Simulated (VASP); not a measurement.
Runs of VASP 6.6.1 on CdSe3S. The structure is that of space group P4mm (No. 99), or close to it. The cells are those of the table. 

```tsv
task	cell	k mesh	cutoff (eV)	gap on the mesh (eV)	pressure (GPa)	largest force (eV/Å)
relaxation of cell and atoms	relaxed from a = 4.634, b = 4.634, c = 5.863 Å, 5 atoms	4 × 4 × 4	600	none	0.0	0.04
single point	a = 4.634, b = 4.634, c = 5.863 Å, 5 atoms	4 × 4 × 4	520	none	(b)	0.66
single point	a = 4.227, b = 4.227, c = 8.564 Å, 5 atoms	10 × 10 × 6	520	none	0.0	(a)
single point	a = 4.209, b = 4.209, c = 8.526 Å, 5 atoms	4 × 4 × 4	520	none	0.2	0.02
```

Alike in all rows: level PBE; potentials or basis VASP PAW PBE potentials, release 64 (Cd, Se, S); no spin polarisation; smearing gaussian 0.1 eV.

Problem. Fill in the values left out.

Solution. (a) 0.01; (b) -1.7.

Caveats: some runs use coarse meshes.

A k mesh can miss the band edges, and the runs leave out spin-orbit coupling on Cd, Se.

A gap of «none» marks levels without a gap at the run's occupations.
